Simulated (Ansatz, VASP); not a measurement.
**One calculation of SnO2, two programs**

```
Sn O
1.0
     4.45356    0.00000    0.00000
     0.00000    4.45403    0.00000
     0.00000    0.00000    3.00873
Sn O
2 4
Direct
  0.50000 0.50000 0.50000
  0.00000 0.00000 0.00000
  0.24987 0.36080 0.00000
  0.74987 0.13920 0.50000
  0.25013 0.86080 0.50000
  0.75013 0.63920 0.00000
```

Change from the starting cell: volume 9.947 Å^3 an atom, stretch along a over the lengths across it, relative to the relaxed cell 1.0000.

Alike in both runs: functional LDA; k mesh 6 × 6 × 10; occupations gaussian, width 0.05 eV; no spin polarisation.

Ansatz relaxed the structure, and its values are those at the end. VASP's run is a single point on that final structure, the one shown.

```csv
,VASP,Ansatz
version,VASP 6.6.1,Ansatz 0.2.0
potentials or method,"VASP PAW LDA potentials, release 64 (Sn_d, O), cutoff 520 eV","scalar-relativistic, plane waves, PAW"
valence electrons in the cell,52,52
```

|  | VASP | Ansatz | Ansatz less VASP |
| --- | --- | --- | --- |
| gap on the k mesh at the Fermi level (eV) | 3.30 | 3.27 | -0.028 |
| least direct gap on the mesh (eV) | 3.43 | 3.40 | -0.026 |
| rms of the force components (eV/Å) | 0.025 | 0.003 | -0.0218 |

Ansatz warns that its potentials were made for another functional, while VASP's fit it. LDA's correlation is that of Perdew and Zunger in VASP and of Perdew and Wang (1992) in Ansatz. Ansatz's warnings: stress scf threshold loose.
